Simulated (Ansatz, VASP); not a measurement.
## Cu2O: VASP beside Ansatz

```xyz
6
Lattice="4.2500 0.0000 0.0000 0.0000 4.2500 0.0000 0.0000 0.0000 4.2500" Properties=species:S:1:pos:R:3 pbc="T T T"
Cu    1.0625    1.0625    1.0625
Cu    3.1875    3.1875    1.0625
Cu    3.1875    1.0625    3.1875
Cu    1.0625    3.1875    3.1875
O     0.0000    0.0000    0.0000
O     2.1250    2.1250    2.1250
```

Alike in both runs: task single point; functional PBE; k mesh 4 × 4 × 4; occupations gaussian, width 0.1 eV; no spin polarisation.

|  | VASP | Ansatz |
| --- | --- | --- |
| version | VASP 6.6.1 | Ansatz 0.2.0 |
| potentials or method | VASP PAW PBE potentials, release 64 (Cu, O), cutoff 600 eV | scalar-relativistic, plane waves, PAW |
| valence electrons in the cell | 56 | 88 |

VASP gave:

- gap on the k mesh at the Fermi level (eV): 0.55
- least direct gap on the mesh (eV): 0.55
- pressure (GPa): 5.1

Task: What did Ansatz give for the same quantities?

Result: gap on the k mesh at the Fermi level (eV): 0.55; least direct gap on the mesh (eV): 0.55; pressure (GPa): 4.3.

VASP's potentials hold 56 valence electrons a cell and Ansatz's 88, so a difference there can come from the potentials and not from the codes.
